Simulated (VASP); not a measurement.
**Cs: single point with LDA**

The system is Cs.

```xyz
1
Lattice="0.0000 3.6364 3.6364 3.6364 0.0000 3.6364 3.6364 3.6364 0.0000" Properties=species:S:1:pos:R:3 pbc="T T T"
Cs    0.0000    0.0000    0.0000
```

- Program: VASP 6.6.1
- Task: single point
- Functional: LDA
- Potentials or basis: VASP PAW LDA potentials, release 64 (Cs_sv)
- Cutoff: 520 eV
- k mesh: 7 × 7 × 7
- Occupations: fermi-dirac, width 0.1 eV
- Spin: no spin polarisation
- Dipole correction: no
- Further INCAR settings: ALGO = Normal; EDIFF = 1e-07; NBANDS = 10

- Pressure: 0.0 GPa

Levels at points of the mesh, in eV from the Fermi level:
| k point | band 3 | band 4 | band 5 | band 6 | band 7 | band 8 |
| --- | --- | --- | --- | --- | --- | --- |
| (0.00, 0.00, 0.00) | -10.42 | -10.42 | -1.87 | 2.49 | 2.49 | 2.49 |

It took 26 s on 1 thread of Intel Xeon 8259CL, with other jobs on the host, peak memory 0.19 GiB.

Caveat: spin-orbit coupling is left out, which moves the levels of the heavy elements.
